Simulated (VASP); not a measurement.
A run of VASP 6.6.1:

INCAR

```
SYSTEM = Ru
  ALGO = Normal
  EDIFF = 1E-7
  ENCUT = 520
  GGA = PS
  ISIF = 2
  ISMEAR = -1
  LASPH = .TRUE.
  LCHARG = .TRUE.
  LELF = .TRUE.
  LREAL = .FALSE.
  LVHAR = .TRUE.
  LWAVE = .FALSE.
  NBANDS = 13
  NELM = 60
  PREC = Accurate
  SIGMA = 0.1
```

Contents of KPOINTS:

```
k-points
0
G
  15 15 15
  0 0 0
```

Contents of POSCAR:

```
Ru
1.0
    2.3500998198      0.0000000000      0.0000000000
    0.0000000000      2.3500998198      0.0000000000
    0.0000000000      0.0000000000      2.3500998198
Ru
1
Direct
    0.0000000000      0.0000000000      0.0000000000
```

Potentials or basis: VASP PAW PBE potentials, release 64 (Ru_pv).

The run is started by

```console
$ cat potpaw_PBE.64/Ru_pv/POTCAR > POTCAR
$ mpirun -np 1 vasp_std > vasp.out
```

Hardware: 1 thread of Intel(R) Xeon(R) 6975P-C (Granite Rapids), on a shared host.

Task: Estimate the wall time of this run.

Result: It took 5.8 s on 1 thread of Intel(R) Xeon(R) 6975P-C (Granite Rapids) (shared host), peak memory 0.13 GiB. Counts: scf iterations 11, k points 120.
